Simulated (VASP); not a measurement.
# ZnSe in VASP: notebook

ZnSe is run at these levels: PBE; tasks: electric field gradients, density of states.

Program: VASP 6.6.1. These are calculated values, not measurements. Logs are shortened: lines on timing, memory, paths and dates and some standing lists are left out, and cuts for length are marked.

**1. The cell of the first run**

It takes space group I-4m2 (No. 119, tetragonal). The conventional cell has a = 3.968 Å, b = 3.968 Å, c = 5.668 Å, α = 90.00°, β = 90.00°, γ = 90.00°. Zn (site symmetry -4m2) has 4 Se at 2.44 Å within 3.2 Å. Within 3.2 Å of Se (site symmetry -4m2) lie 4 Zn at 2.44 Å.

**2. Electric field gradients, PBE (equal xx and yy strain of -1 %)**

INCAR

```
PREC = Accurate
ENCUT = 520
EDIFF = 1E-8
ISMEAR = -1
SIGMA = 0.03
LREAL = F
LASPH = T
NELM = 100
ALGO = Normal
ISIF = 2
LWAVE = F
LCHARG = F
GGA = PE
LEFG = T
NBANDS = 16
```

KPOINTS

```
regular mesh
0
Gamma
  8 8 8
```

POSCAR

```
ZnSe
1.0
    0.0000000000      2.8054620000      2.8338000000
    2.8054620000      0.0000000000      2.8338000000
    2.8054620000      2.8054620000      0.0000000000
Zn Se
1 1
Direct
    0.0000000000      0.0000000000      0.0000000000
    0.7500000000      0.7500000000      0.7500000000
```

Potentials or basis: VASP PAW PBE potentials, release 64 (Zn, Se).

Command:

```
cat potpaw_PBE.64/Zn/POTCAR potpaw_PBE.64/Se/POTCAR > POTCAR
mpirun -np 1 vasp_std > vasp.out
```

OUTCAR:

```text
PREC = Accurate
   ENCUT = 520
   EDIFF = 1E-8
   ISMEAR = -1
   LREAL = F
   LASPH = T
   NELM = 100
   ISIF = 2
   GGA = PE

 ion  position               nearest neighbor table
   1  0.000  0.000  0.000-   2 2.44   2 2.44   2 2.44   2 2.44
   2  0.750  0.750  0.750-   1 2.44   1 2.44   1 2.44   1 2.44

  LATTYP: Found a body centered tetragonal cell.
 ALAT       =     3.9675224091
 C/A-ratio  =     1.4284985479

  Lattice vectors:

 A1 = (  -2.8054620000,   0.0000000000,   2.8338000000)
 A2 = (   2.8054620000,   0.0000000000,   2.8338000000)
 A3 = (   0.0000000000,   2.8054620000,  -2.8338000000)

Analysis of symmetry for initial positions (statically):
=====================================================================
 Subroutine PRICEL returns:
 Original cell was already a primitive cell.

 Routine SETGRP: Setting up the symmetry group for a
 body centered tetragonal supercell.

 Subroutine GETGRP returns: Found  8 space group operations
 (whereof  8 operations were pure point group operations)
 out of a pool of 16 trial point group operations.

The static configuration has the point symmetry D_2d.

Analysis of symmetry for dynamics (positions and initial velocities):
=====================================================================
 Subroutine PRICEL returns:
 Original cell was already a primitive cell.

 Routine SETGRP: Setting up the symmetry group for a
 body centered tetragonal supercell.

 Subroutine GETGRP returns: Found  8 space group operations
 (whereof  8 operations were pure point group operations)
 out of a pool of 16 trial point group operations.

The dynamic configuration has the point symmetry D_2d.

 Subroutine INISYM returns: Found  8 space group operations
 (whereof  8 operations are pure point group operations),
 and found     1 'primitive' translations

----------------------------------------------------------------------------------------

                                     Primitive cell

  volume of cell :      44.6075

  direct lattice vectors                    reciprocal lattice vectors
     0.000000000  2.805462000  2.833800000    -0.178223765  0.178223765  0.176441527
     2.805462000  0.000000000  2.833800000     0.178223765 -0.178223765  0.176441527
     2.805462000  2.805462000  0.000000000     0.178223765  0.178223765 -0.176441527

  length of vectors
     3.987610747  3.987610747  3.967522409     0.307667082  0.307667082  0.307667082

  position of ions in fractional coordinates (direct lattice)
     0.000000000  0.000000000  0.000000000
     0.750000000  0.750000000  0.750000000

  ion indices of the primitive-cell ions
   primitive index   ion index
                 1           1
                 2           2

----------------------------------------------------------------------------------------

 KPOINTS: regular mesh

Automatic generation of k-mesh.
 Grid dimensions read from file:
 generate k-points for:    8    8    8

 Generating k-lattice:

  Cartesian coordinates                     Fractional coordinates (reciprocal lattice)
    -0.022277971  0.022277971  0.022055191     0.125000000  0.000000000  0.000000000
     0.022277971 -0.022277971  0.022055191     0.000000000  0.125000000  0.000000000
     0.022277971  0.022277971 -0.022055191     0.000000000  0.000000000  0.125000000

  Length of vectors
     0.038458385  0.038458385  0.038458385

  Shift w.r.t. Gamma in fractional coordinates (k-lattice)
     0.000000000  0.000000000  0.000000000

 Subroutine IBZKPT returns following result:
 ===========================================

 Found     59 irreducible k-points:

 Following reciprocal coordinates:
            Coordinates               Weight
  0.000000  0.000000  0.000000      1.000000
  0.125000  0.000000  0.000000      8.000000
  0.250000  0.000000  0.000000      8.000000
  0.375000  0.000000  0.000000      8.000000
  0.500000  0.000000  0.000000      4.000000
  0.125000  0.125000  0.000000      2.000000
[... 16 lines left out ...]
  0.250000  0.000000  0.125000     16.000000
  0.375000  0.000000  0.125000     16.000000
 [... further k-points ...]
   k-points           NKPTS =     59   k-points in BZ     NKDIM =     59   number of bands    NBANDS=     16
   number of dos      NEDOS =    301   number of ions     NIONS =      2
   total plane-waves  NPLWV =  27000
   dimension x,y,z NGX =    30 NGY =   30 NGZ =   30
   dimension x,y,z NGXF=    60 NGYF=   60 NGZF=   60
   ions per type =               1   1
   NGX,Y,Z   is equivalent  to a cutoff of  12.51, 12.51, 12.57 a.u.
   NGXF,Y,Z  is equivalent  to a cutoff of  25.01, 25.01, 25.14 a.u.
 SYSTEM =  unknown system
   PREC   = accura    normal or accurate (medium, high low for compatibility)
   ISTART =      0    job   : 0-new  1-cont  2-samecut
   ICHARG =      2    charge: 1-file 2-atom 10-const
   ISPIN  =      1    spin polarized calculation?
   LNONCOLLINEAR =      F non collinear calculations
   LSORBIT =      F    spin-orbit coupling
   LASPH  =      T    aspherical Exc in radial PAW
   ENCUT  =  520.0 eV  38.22 Ry    6.18 a.u.   7.41  7.41  7.38*2*pi/ulx,y,z
   NELM   =    100;   NELMIN=  2; NELMDL= -5     # of ELM steps
   EDIFF  = 0.1E-07   stopping-criterion for ELM
   LREAL  =      F    real-space projection
   EDIFFG = 0.1E-06   stopping-criterion for IOM
   NSW    =      0    number of steps for IOM
   IBRION =     -1    ionic relax: 0-MD 1-quasi-New 2-CG
   NFREE  =      0    steps in history (QN), initial steepest desc. (CG)
   ISIF   =      2    stress and relaxation
   ISYM   =      2    0-nonsym 1-usesym 2-fastsym
   POTIM  = 0.5000    time-step for ionic-motion
   TEBEG  =    0.0;   TEEND  =   0.0 temperature during run
   PSTRESS=    0.0 pullay stress
   NELECT =      18.0000    total number of electrons
   NUPDOWN=      -1.0000    fix difference up-down
   EMIN   =  10.00;   EMAX   =-10.00  energy-range for DOS
   EFERMI =   0.00;   METHOD = LEGACY
   ISMEAR =    -1;   SIGMA  =   0.03  broadening in eV -4-tet -1-fermi 0-gaus
   EFERMI_NEDOS =   21; number of points for ismear=-14 and -15
   IALGO  =     38    algorithm
   IMIX   =      4    mixing-type and parameters
     AMIX     =   0.40;   BMIX     =  1.00
     AMIX_MAG =   1.60;   BMIX_MAG =  1.00
  volume/ion in A,a.u.               =      22.30       150.51
  Fermi-wavevector in a.u.,A,eV,Ry     =   1.209752  2.286100 19.912124  1.463500
  Thomas-Fermi vector in A             =   2.345320
   LORBIT       =      0    0 simple, 1 ext, 2 COOP (PROOUT), +10 PAW based schemes
   GGA     = PE    functional components
   LHFCALC =     F    Hartree Fock is set to
   AEXX    =    0.0000 exact exchange contribution
   IVDW    =     0    specifies the selected vdW correction
   LEPSILON=     F    determine dielectric tensor
   LRPA    =     F    only Hartree local field effects (RPA)
 non-spin polarized calculation
  energy-cutoff  :      520.00
  volume of cell :       44.61
 maximum number of plane-waves:      1243
 NGX is ok and might be reduce to    30
   NGX = 15   NGY = 15   NGZ = 15

 number of electron      17.9999996 magnetization

 Free energy of the ion-electron system (eV)
  ---------------------------------------------------
  ext. energy  EPLUGINS =         0.00000000
  ---------------------------------------------------
  free energy    TOTEN  =        -6.00262503 eV

  energy without entropy =       -6.00262503  energy(sigma->0) =       -6.00262503

 E-fermi :   2.4326     XC(G=0):  -9.4139

 val. band max:        1.8004191654   @ k =   0.0000   0.0000   0.0000
 cond. band min:       3.1595587203   @ k =   0.0000   0.0000   0.0000
 fundamental gap:      1.3591395550
 Fermi energy:         2.4326461592

 k-point     1 :       0.0000    0.0000    0.0000
  band No.  band energies     occupation
      1     -11.6025      2.00000
      2      -4.8365      2.00000
      3      -4.8318      2.00000
      4      -4.8318      2.00000
      5      -4.4461      2.00000
      6      -4.4442      2.00000
[... 8 lines left out ...]
     15      13.1953      0.00000
     16      13.3815      0.00000

 k-point     2 :       0.1250    0.0000    0.0000
  band No.  band energies     occupation
      1     -11.4978      2.00000
      2      -4.8282      2.00000
      3      -4.8180      2.00000
      4      -4.8151      2.00000
      5      -4.4474      2.00000
      6      -4.4459      2.00000
[... 8 lines left out ...]
     15      12.5563      0.00000
     16      12.6655      0.00000

 k-point     3 :       0.2500    0.0000    0.0000
  band No.  band energies     occupation
      1     -11.2255      2.00000
      2      -4.7833      2.00000
      3      -4.7782      2.00000
      4      -4.7738      2.00000
      5      -4.4452      2.00000
      6      -4.4451      2.00000
[... 8 lines left out ...]
     15      12.2779      0.00000
     16      12.5568      0.00000

 k-point     4 :       0.3750    0.0000    0.0000
  band No.  band energies     occupation
      1     -10.9185      2.00000
      2      -4.7541      2.00000
      3      -4.7484      2.00000
      4      -4.5762      2.00000
      5      -4.4349      2.00000
      6      -4.4328      2.00000
[... 8 lines left out ...]
     15      13.3779      0.00000
     16      13.4163      0.00000

 k-point     5 :       0.5000    0.0000    0.0000
  band No.  band energies     occupation
      1     -10.7783      2.00000
      2      -4.7450      2.00000
      3      -4.7388      2.00000
      4      -4.4272      2.00000
      5      -4.4244      2.00000
      6      -4.2794      2.00000
[... 8 lines left out ...]
     15      14.9341      0.00000
     16      15.0180      0.00000

 k-point     6 :       0.1250    0.1250    0.0000
  band No.  band energies     occupation
      1     -11.4645      2.00000
      2      -4.8463      2.00000
      3      -4.8004      2.00000
      4      -4.8004      2.00000
      5      -4.4585      2.00000
      6      -4.4370      2.00000
[... 8 lines left out ...]
     15      13.0874      0.00000
     16      13.5998      0.00000
[... 267 lines left out ...]
 k-point    21 :       0.5000    0.5000    0.0000
  band No.  band energies     occupation
      1     -10.5087      2.00000
      2      -4.8129      2.00000
      3      -4.5664      2.00000
      4      -4.5664      2.00000
      5      -4.3952      2.00000
      6      -4.2673      2.00000
[... 8 lines left out ...]
     15      15.8110      0.00000
     16      16.3214      0.00000

 k-point    22 :       0.1250    0.0000    0.1250
  band No.  band energies     occupation
      1     -11.4620      2.00000
      2      -4.8424      2.00000
      3      -4.8057      2.00000
      4      -4.8005      2.00000
      5      -4.4567      2.00000
      6      -4.4380      2.00000
[... 8 lines left out ...]
     15      13.1353      0.00000
     16      13.4646      0.00000

 k-point    23 :       0.2500    0.0000    0.1250
  band No.  band energies     occupation
      1     -11.2442      2.00000
      2      -4.8272      2.00000
      3      -4.7662      2.00000
      4      -4.7595      2.00000
      5      -4.4623      2.00000
      6      -4.4311      2.00000
[... 8 lines left out ...]
     15      13.3366      0.00000
     16      13.9766      0.00000

 k-point    24 :       0.3750    0.0000    0.1250
  band No.  band energies     occupation
      1     -10.9440      2.00000
      2      -4.7667      2.00000
      3      -4.7306      2.00000
      4      -4.6571      2.00000
      5      -4.4420      2.00000
      6      -4.4228      2.00000
[... 8 lines left out ...]
     15      13.6091      0.00000
     16      14.1558      0.00000

 [... further k-points ...]

------------------------ aborting loop because EDIFF is reached ----------------------------------------

  FORCE on cell =-STRESS in cart. coord.  units (eV):
  Direction    XX          YY          ZZ          XY          YZ          ZX
  --------------------------------------------------------------------------------------
  -------------------------------------------------------------------------------------
  Total        1.0763224      1.0763224      0.9818137      0.0000000      0.0000000      0.0000000
  in kB       38.6584983     38.6584983     35.2640094      0.0000000      0.0000000      0.0000000
  external PRESSURE =      37.5270020 kB  Pullay stress =       0.0000000 kB

 VOLUME and BASIS-vectors are now :
 -----------------------------------------------------------------------------
  energy-cutoff  :      520.00
  volume of cell :       44.61
      direct lattice vectors                 reciprocal lattice vectors
     0.000000000  2.805462000  2.833800000    -0.178223765  0.178223765  0.176441527
     2.805462000  0.000000000  2.833800000     0.178223765 -0.178223765  0.176441527
     2.805462000  2.805462000  0.000000000     0.178223765  0.178223765 -0.176441527

 POSITION                                       TOTAL-FORCE (eV/Angst)
 -----------------------------------------------------------------------------------
      0.00000      0.00000      0.00000        -0.000000     -0.000000     -0.000000
      4.20819      4.20819      4.25070         0.000000      0.000000      0.000000
 -----------------------------------------------------------------------------------
    total drift:                               -0.000000     -0.000000      0.000001

  FREE ENERGIE OF THE ION-ELECTRON SYSTEM (eV)
  ---------------------------------------------------
  free  energy   TOTEN  =        -6.0026250258 eV

  energy  without entropy=       -6.0026250258  energy(sigma->0) =       -6.00262503

 Electric field gradients (V/A^2)
---------------------------------------------------------------------
 ion       V_xx      V_yy      V_zz      V_xy      V_xz      V_yz
---------------------------------------------------------------------
   1       0.832     0.832    -1.664     0.004     0.003     0.003
   2      -2.120    -2.120     4.240    -0.000    -0.000    -0.000
---------------------------------------------------------------------

 Electric field gradients after diagonalization (V/A^2)
 (convention: |V_zz| > |V_xx| > |V_yy|)
----------------------------------------------------------------------
 ion       V_xx      V_yy      V_zz     asymmetry (V_yy - V_xx)/ V_zz
----------------------------------------------------------------------
   1       0.836     0.828    -1.664       0.005
   2      -2.120    -2.120     4.240       0.000
----------------------------------------------------------------------

           NMR quadrupolar parameters

 Cq : quadrupolar parameter    Cq=e*Q*V_zz/h
 eta: asymmetry parameters     (V_yy - V_xx)/ V_zz
 Q  : nuclear electric quadrupole moment in mb (millibarn)
----------------------------------------------------------------------
 ion       Cq(MHz)       eta       Q (mb)
----------------------------------------------------------------------
   1      -0.004       0.005       1.000
   2       0.010       0.000       1.000
----------------------------------------------------------------------
```

Wall time 44 s (1 thread of AMD EPYC 9R45 (Zen 5), shared host); peak memory 0.16 GiB.

Results:

```
Free energy            : -6.0026 eV
Pressure               : 3.8 GPa
Band gap on the k mesh : 1.36 eV, direct
```

Stress tensor (GPa, compression positive):
```
3.87 0.00 0.00
0.00 3.87 0.00
0.00 0.00 3.53
```

Levels at points of the mesh, in eV from the valence-band top:
```csv
k point,band 7,band 8,band 9,band 10,band 11,band 12
"(0.00, 0.00, 0.00)",-0.04,0.00,0.00,1.36,5.78,5.78
"(0.50, 0.00, 0.00)",-5.37,-0.94,-0.88,2.56,6.32,6.40
"(0.50, 0.50, 0.00)",-4.89,-2.23,-2.23,2.96,3.51,10.81
"(0.50, 0.00, 0.50)",-4.83,-2.30,-2.28,2.91,3.41,10.91
```

Electric field gradients, principal values (V/Å²):
| atom | least | middle | greatest (by size) |
| --- | --- | --- | --- |
| 1 Zn | 0.828 | 0.836 | -1.664 |
| 2 Se | -2.120 | -2.120 | 4.240 |

Caveat: the cell differs from its parent crystal (equal xx and yy strain of -1 %); without QUAD_EFG the Cq values of the log hold for a quadrupole moment of 1 mb, not for the nuclei.

[end of part 1 of 2]
